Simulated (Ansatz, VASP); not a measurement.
# One calculation of SiC5, two programs

INCAR

```
SYSTEM = SiC5
PREC     = Accurate       ! precision mode
ENCUT    = 600            ! plane-wave cutoff, eV
EDIFF    = 1E-7           ! SCF threshold, eV
ISMEAR   = 0              ! smearing method
SIGMA    = 0.1            ! smearing width, eV
LREAL    = .FALSE.        ! projectors in reciprocal space
LASPH    = .TRUE.         ! aspherical terms in the spheres
NELM     = 100            ! most SCF steps
ALGO     = Normal         ! electronic algorithm
ISIF     = 3              ! what is computed and relaxed
LWAVE    = .FALSE.        ! write WAVECAR
LCHARG   = .FALSE.        ! write CHGCAR
GGA      = PE             ! functional
IBRION   = 2              ! ionic algorithm
NSW      = 100            ! ionic steps
EDIFFG   = -0.01          ! ionic threshold
```

KPOINTS

```
Automatic mesh
0
G
  12 12 6
  0 0 0
```

File POSCAR:

```
SiC5
1.0
    3.5842341411      0.0000000000      0.0000000000
   -1.7921170706      3.1040378193      0.0000000000
    0.0000000000      0.0000000000      7.2232011970
Si C
1 5
Direct
    0.0000000000      0.0000000000      0.5000000000
    0.0000000000      0.7745638050      0.0000000000
    0.7745638050      0.0000000000      0.0000000000
    0.2254361950      0.2254361950      0.0000000000
    0.3333333333      0.6666666667      0.5000000000
    0.6666666667      0.3333333333      0.5000000000
```

Input for Ansatz:

```yaml
crystal:
  lattice:
    - [3.5842341411, 0.0, 0.0]
    - [-1.7921170706, 3.1040378193, 0.0]
    - [0.0, 0.0, 7.223201197]
  atoms:
    - { symbol: Si, position: [0.0, 0.0, 0.5] }
    - { symbol: C, position: [0.0, 0.774563805, 0.0] }
    - { symbol: C, position: [0.774563805, 0.0, 0.0] }
    - { symbol: C, position: [0.225436195, 0.225436195, 0.0] }
    - { symbol: C, position: [0.3333333333, 0.6666666667, 0.5] }
    - { symbol: C, position: [0.6666666667, 0.3333333333, 0.5] }
basis:
  ecutwfc: 420
kpoints:
  mp_grid: { grid: [12, 12, 6] }
hamiltonian:
  xc: pbe
scf:
  occupations: { method: gaussian, width: 0.1 }
output:
  forces: true
  stress: true
  eigenvalues: true
relax:
  adjacent_minimum: "off"
  f_tol: 0.01
  max_steps: 80
  cell: { stress_tol: 0.05 }
```

Alike in both runs: task relaxation of cell and atoms; functional PBE; k mesh 12 × 12 × 6; occupations gaussian, width 0.1 eV; no spin polarisation.

|  | VASP | Ansatz |
| --- | --- | --- |
| version | VASP 6.6.1 | Ansatz 0.2.0 |
| potentials or method | VASP PAW PBE potentials, release 64 (Si, C), cutoff 600 eV | scalar-relativistic, plane waves, PAW |
| valence electrons in the cell | 24 | 24 |

```csv
,VASP,Ansatz,Ansatz less VASP
"gap on the k mesh at the Fermi level, each at its own relaxed structure (eV)",none,none,-
relaxed volume (Å³/atom),14.88,15.39,+0.514
relaxed cell length with the largest relative difference (Å),7.981,8.246,+0.2641
```

A gap of «none» marks a metal or a gap that the smearing closes.
